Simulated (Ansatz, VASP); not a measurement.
**Pd: VASP beside Ansatz**

```
CELL_PARAMETERS angstrom
14.00000 0.00000 0.00000
0.00000 14.40000 0.00000
0.00000 0.00000 14.80000
ATOMIC_POSITIONS crystal
Pd 0.50000 0.50000 0.50000
```

Alike in both runs: task single point; functional BLYP; k mesh 1 × 1 × 1; occupations fermi-dirac, width 0.01 eV; collinear spin.

|  | VASP | Ansatz |
| --- | --- | --- |
| version | VASP 6.6.1 | Ansatz 0.2.0 |
| potentials or method | VASP PAW PBE potentials, release 64 (Pd), cutoff 400 eV | plane waves (420 eV) with PAW, scalar-relativistic |
| valence electrons in the cell | 10 | 18 |

|  | VASP | Ansatz | Ansatz less VASP |
| --- | --- | --- | --- |
| gap on the k mesh at the Fermi level (eV) | 0.57 | 0.60 | +0.027 |
| net moment per atom (μB) | 0.00 | 0.00 | 0.000 |

VASP's potentials were made for PBE, not for BLYP. VASP's potentials hold 10 valence electrons a cell and Ansatz's 18, so a difference there can come from the potentials and not from the codes. Ansatz's warnings: seeded moment not kept.
